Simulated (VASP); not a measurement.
# GeSb2Te4 (P1) in VASP: single point with PBEsol

Aim: the single point of GeSb2Te4 with PBEsol.

Program: VASP 6.6.1. These are calculated values, not measurements. Logs are shortened: lines on timing, memory, paths and dates and some standing lists are left out, and cuts for length are marked.

## (1) The cell of the first run

The typed cell holds 7 atoms: a = 7.513 Å, b = 4.241 Å, c = 7.254 Å, α = 89.99°, β = 109.15°, γ = 90.05°.

## (2) Single point, PBEsol

File INCAR:

```
PREC     = Accurate       # precision mode
ENCUT    = 520            # plane-wave cutoff, eV
EDIFF    = 1E-7           # SCF threshold, eV
ISMEAR   = -1             # smearing method
SIGMA    = 0.05           # smearing width, eV
LREAL    = False          # projectors in reciprocal space
LASPH    = True           # aspherical terms in the spheres
NELM     = 80             # most SCF steps
ALGO     = Normal         # electronic algorithm
ISIF     = 2              # what is computed and relaxed
LWAVE    = False          # write WAVECAR
LCHARG   = False          # write CHGCAR
GGA      = PS             # functional
NBANDS   = 33             # bands
```

File KPOINTS:

```
regular mesh
0
Gamma
  4 4 4
```

File POSCAR:

```
GeSb2Te4
1.0
    7.5132753632     -0.0044306822     -0.0024809141
   -0.0008638655      4.2414344848      0.0001042295
   -2.3773950564      0.0012355841      6.8532493588
Ge Sb Te
1 2 4
Direct
    0.5369931601     -0.0003683874      0.5048512478
    0.0402397246     -0.0003292997      0.0069576184
    0.4935614905      0.5008736749     -0.0030247788
    0.7354090138      0.5004932032      0.7395685066
    0.2340153828      0.0008277290      0.7297497278
    0.2447799600      0.5005274717      0.2724491708
    0.7405145235      0.0013070368      0.2559739437
```

Potentials or basis: VASP PAW PBE potentials, release 64 (Ge_d, Sb, Te).

Run with:

```sh
> cat potpaw_PBE.64/Ge_d/POTCAR potpaw_PBE.64/Sb/POTCAR potpaw_PBE.64/Te/POTCAR > POTCAR
> mpirun -np 1 vasp_std > vasp.out
```

OUTCAR:

```text
PREC = Accurate
   ENCUT = 520
   EDIFF = 1E-7
   ISMEAR = -1
   LREAL = False
   LASPH = True
   NELM = 80
   ISIF = 2
   GGA = PS

 ion  position               nearest neighbor table
   1  0.537  1.000  0.505-   7 2.72   4 2.82   4 2.82   6 3.12   6 3.12   5 3.21
   2  0.040  1.000  0.007-   5 2.84   6 2.93   6 2.94   4 3.25   4 3.26   7 3.32
   3  0.494  0.501  0.997-   4 3.00   7 3.03   7 3.03   5 3.09   5 3.10   6 3.15
   4  0.735  0.500  0.740-   1 2.82   1 2.82   3 3.00   2 3.25   2 3.26
   5  0.234  0.001  0.730-   2 2.84   3 3.09   3 3.10   1 3.21
   6  0.245  0.501  0.272-   2 2.93   2 2.94   1 3.12   1 3.12   3 3.15
   7  0.741  0.001  0.256-   1 2.72   3 3.03   3 3.03   2 3.32

  LATTYP: Found a triclinic cell.
 ALAT       =     7.5132770792
 B/A-ratio  =     0.9654772318
 C/A-ratio  =     0.5645252437
 COS(alpha) =     0.0002603025
 COS(beta)  =     0.0007933947
 COS(gamma) =     0.3280523419

  Lattice vectors:

 A1 = (  -7.5132753632,   0.0044306822,   0.0024809141)
 A2 = (  -2.3773950564,   0.0012355841,   6.8532493588)
 A3 = (  -0.0008638655,   4.2414344848,   0.0001042295)

Analysis of symmetry for initial positions (statically):
=====================================================================
 Subroutine PRICEL returns:
 Original cell was already a primitive cell.

 Routine SETGRP: Setting up the symmetry group for a
 triclinic supercell.

 Subroutine GETGRP returns: Found  1 space group operations
 (whereof  1 operations were pure point group operations)
 out of a pool of  2 trial point group operations.

The static configuration has the point symmetry C_1 .

Analysis of symmetry for dynamics (positions and initial velocities):
=====================================================================
 Subroutine PRICEL returns:
 Original cell was already a primitive cell.

 Routine SETGRP: Setting up the symmetry group for a
 triclinic supercell.

 Subroutine GETGRP returns: Found  1 space group operations
 (whereof  1 operations were pure point group operations)
 out of a pool of  2 trial point group operations.

The dynamic configuration has the point symmetry C_1 .

 Subroutine INISYM returns: Found  1 space group operations
 (whereof  1 operations are pure point group operations),
 and found     1 'primitive' translations

----------------------------------------------------------------------------------------
[... 105 lines left out ...]
   EDIFFG = 0.1E-05   stopping-criterion for IOM
   NSW    =      0    number of steps for IOM
   IBRION =     -1    ionic relax: 0-MD 1-quasi-New 2-CG
   NFREE  =      0    steps in history (QN), initial steepest desc. (CG)
   ISIF   =      2    stress and relaxation
   ISYM   =      2    0-nonsym 1-usesym 2-fastsym
   POTIM  = 0.5000    time-step for ionic-motion
   TEBEG  =    0.0;   TEEND  =   0.0 temperature during run
   PSTRESS=    0.0 pullay stress
   NELECT =      48.0000    total number of electrons
   NUPDOWN=      -1.0000    fix difference up-down
   EMIN   =  10.00;   EMAX   =-10.00  energy-range for DOS
   EFERMI =   0.00;   METHOD = LEGACY
   ISMEAR =    -1;   SIGMA  =   0.05  broadening in eV -4-tet -1-fermi 0-gaus
   EFERMI_NEDOS =   21; number of points for ismear=-14 and -15
   IALGO  =     38    algorithm
   IMIX   =      4    mixing-type and parameters
     AMIX     =   0.40;   BMIX     =  1.00
     AMIX_MAG =   1.60;   BMIX_MAG =  1.00
  volume/ion in A,a.u.               =      31.20       210.52
  Fermi-wavevector in a.u.,A,eV,Ry     =   0.988005  1.867058 13.281370  0.976153
  Thomas-Fermi vector in A             =   2.119500
   LORBIT       =      0    0 simple, 1 ext, 2 COOP (PROOUT), +10 PAW based schemes
   GGA     = PS    functional components
   LHFCALC =     F    Hartree Fock is set to
   AEXX    =    0.0000 exact exchange contribution
   IVDW    =     0    specifies the selected vdW correction
   LEPSILON=     F    determine dielectric tensor
   LRPA    =     F    only Hartree local field effects (RPA)
 non-spin polarized calculation
  energy-cutoff  :      520.00
  volume of cell :      218.37
 maximum number of plane-waves:      5908
   NGX = 27   NGY = 15   NGZ = 27

 number of electron      47.9999999 magnetization

 Free energy of the ion-electron system (eV)
  ---------------------------------------------------
  ext. energy  EPLUGINS =         0.00000000
  ---------------------------------------------------
  free energy    TOTEN  =       -28.77430847 eV

  energy without entropy =      -28.77067585  energy(sigma->0) =      -28.77249216

 E-fermi :   5.9645     XC(G=0):  -9.4352

 val. band max:        5.9026887184   @ k =   0.5000   0.5000   0.5000
 cond. band min:       6.0035424149   @ k =   0.5000   0.5000   0.5000
 fundamental gap:      0.1008536965
 Fermi energy:         5.9644692618

 k-point     1 :       0.0000    0.0000    0.0000
  band No.  band energies     occupation
      1     -18.7741      2.00000
      2     -18.7689      2.00000
      3     -18.7557      2.00000
      4     -18.7518      2.00000
      5     -18.7451      2.00000
      6      -7.2680      2.00000
[... 853 lines left out ...]
     32      10.2829      0.00000
     33      10.8092      0.00000

 [... further k-points ...]

------------------------ aborting loop because EDIFF is reached ----------------------------------------

  FORCE on cell =-STRESS in cart. coord.  units (eV):
  Direction    XX          YY          ZZ          XY          YZ          ZX
  --------------------------------------------------------------------------------------
  -------------------------------------------------------------------------------------
  Total        0.0961005      0.0819379      0.1368050      0.0030455      0.0006796     -0.0371682
  in kB        0.7050944      0.6011831      1.0037457      0.0223451      0.0049860     -0.2727052
  external PRESSURE =       0.7700077 kB  Pullay stress =       0.0000000 kB

 VOLUME and BASIS-vectors are now :
 -----------------------------------------------------------------------------
  energy-cutoff  :      520.00
  volume of cell :      218.37
      direct lattice vectors                 reciprocal lattice vectors
     7.513275363 -0.004430682 -0.002480914     0.133113007  0.000025977  0.046176953
    -0.000863865  4.241434485  0.000104230     0.000139038  0.235769319  0.000005725
    -2.377395056  0.001235584  6.853249359     0.000048186 -0.000003576  0.145932901

 POSITION                                       TOTAL-FORCE (eV/Angst)
 -----------------------------------------------------------------------------------
      2.83348      4.23812      3.45864        -0.014898      0.001102     -0.001333
      0.28493      4.23987      0.04769        -0.033626      0.001201      0.004718
      1.33763      2.12347      6.83135        -0.015189     -0.000132      0.002290
      3.76665      2.12046      5.06668         0.019303     -0.000654      0.001182
      0.02332      0.00338      5.00058         0.017760     -0.000258     -0.033197
      1.19095      2.12221      1.86661         0.006206     -0.000813      0.018768
      4.95514      0.00258      1.75242         0.020445     -0.000445      0.007572
 -----------------------------------------------------------------------------------
    total drift:                                0.000636     -0.000120     -0.000041

  FREE ENERGIE OF THE ION-ELECTRON SYSTEM (eV)
  ---------------------------------------------------
  free  energy   TOTEN  =       -28.7743084696 eV

  energy  without entropy=      -28.7706758476  energy(sigma->0) =      -28.77249216
```

OSZICAR:

```text
N       E                     dE             d eps       ncg     rms          rms(c)
DAV:   1     0.351026667007E+03    0.35103E+03   -0.18294E+04  2846   0.167E+03
DAV:   2     0.218488174708E+02   -0.32918E+03   -0.31010E+03  2659   0.427E+02
DAV:   3    -0.263491193799E+02   -0.48198E+02   -0.46401E+02  2958   0.117E+02
DAV:   4    -0.288864448820E+02   -0.25373E+01   -0.25167E+01  2788   0.320E+01
DAV:   5    -0.289732159106E+02   -0.86771E-01   -0.86669E-01  3411   0.610E+00    0.107E+01
DAV:   6    -0.287840675702E+02    0.18915E+00   -0.23330E-01  2875   0.271E+00    0.713E+00
DAV:   7    -0.287785200223E+02    0.55475E-02   -0.20174E-01  2790   0.184E+00    0.919E-01
DAV:   8    -0.287741386474E+02    0.43814E-02   -0.16476E-02  2740   0.750E-01    0.603E-01
DAV:   9    -0.287742870573E+02   -0.14841E-03   -0.45105E-03  2818   0.251E-01    0.156E-01
DAV:  10    -0.287743069972E+02   -0.19940E-04   -0.18591E-04  2869   0.762E-02    0.536E-02
DAV:  11    -0.287743094366E+02   -0.24394E-05   -0.25107E-05  2854   0.274E-02    0.175E-02
DAV:  12    -0.287743087585E+02    0.67813E-06   -0.34314E-06  2804   0.916E-03    0.916E-03
DAV:  13    -0.287743085254E+02    0.23306E-06   -0.47630E-07  2909   0.322E-03    0.356E-03
DAV:  14    -0.287743084696E+02    0.55775E-07   -0.81140E-08  1534   0.134E-03
   1 F= -.28774308E+02 E0= -.28772492E+02  d E =-.363262E-02
```

stdout:

```text
POSCAR found type information on POSCAR GeSbTe
 POSCAR found :  3 types and       7 ions
 scaLAPACK will be used
 -----------------------------------------------------------------------------
|                                                                             |
|                                                                             |
|     You enforced a specific xc type in the INCAR file but a different       |
|     I HOPE YOU KNOW WHAT YOU ARE DOING!                                     |
|                                                                             |
 -----------------------------------------------------------------------------

 LDA part: xc-table for (Slater+PW92), standard interpolation
 POSCAR, INCAR and KPOINTS ok, starting setup
 FFT: planning ... GRIDC
 FFT: planning ... GRID_SOFT
 FFT: planning ... GRID
 WAVECAR not read
 entering main loop
```

Wall time 2.6 min (1 thread of Intel Xeon Platinum 8488C (Sapphire Rapids), shared host); peak memory 0.44 GiB.

What came out:

```
Free energy            : -28.7743 eV
Pressure               : 0.1 GPa
Largest force          : 0.038 eV/Å
Band gap on the k mesh : 0.10 eV
```

Forces on the atoms (eV/Å):
```
Ge  -0.015  0.001 -0.001
Sb  -0.034  0.001  0.005
Sb  -0.015  0.000  0.002
Te   0.019 -0.001  0.001
Te   0.018  0.000 -0.033
Te   0.006 -0.001  0.019
Te   0.020  0.000  0.008
```

Caveat: the PAW data sets were made with another functional, which shifts forces and pressure a little; spin-orbit coupling is left out, which moves the levels of the heavy elements.
